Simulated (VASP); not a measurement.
A run of VASP 6.6.1 is set up as follows.

Contents of INCAR:

```
ALGO = Normal
EDIFF = 1E-7
ENCUT = 520
GGA = PE
ISIF = 2
ISMEAR = 0
IVDW = 12
LASPH = True
LCHARG = False
LREAL = False
LWAVE = False
NBANDS = 6
NELM = 80
PREC = Accurate
SIGMA = 0.05
```

KPOINTS

```
k-points
0
Gamma
  10 10 26
```

POSCAR

```
H
1.0
    2.5171568020      0.0000000000      0.0000000000
    0.0000000000      2.5171568020      0.0000000000
    0.0000000000      0.0000000000      0.9314682740
H
1
Direct
    0.0000000000      0.0000000000      0.5000000000
```

Potentials or basis: VASP PAW PBE potentials, release 64 (H).

Command:

```console
$ cat potpaw_PBE.64/H/POTCAR > POTCAR
$ mpirun -np 1 vasp_std > vasp.out
```

Question: Estimate the pressure.

Answer: 12.0 GPa.

Question: Predict the dispersion energy per atom.

Answer: -0.068 eV.

Stress tensor (GPa, compression positive):
```
 1.87  0.00  0.00
 0.00  1.87  0.00
 0.00  0.00 32.27
```

Caveat: the cell differs from its parent crystal (strain -0.050 along x and y, -0.050 along z); pairwise dispersion overbinds metals, which lowers pressure and volume.
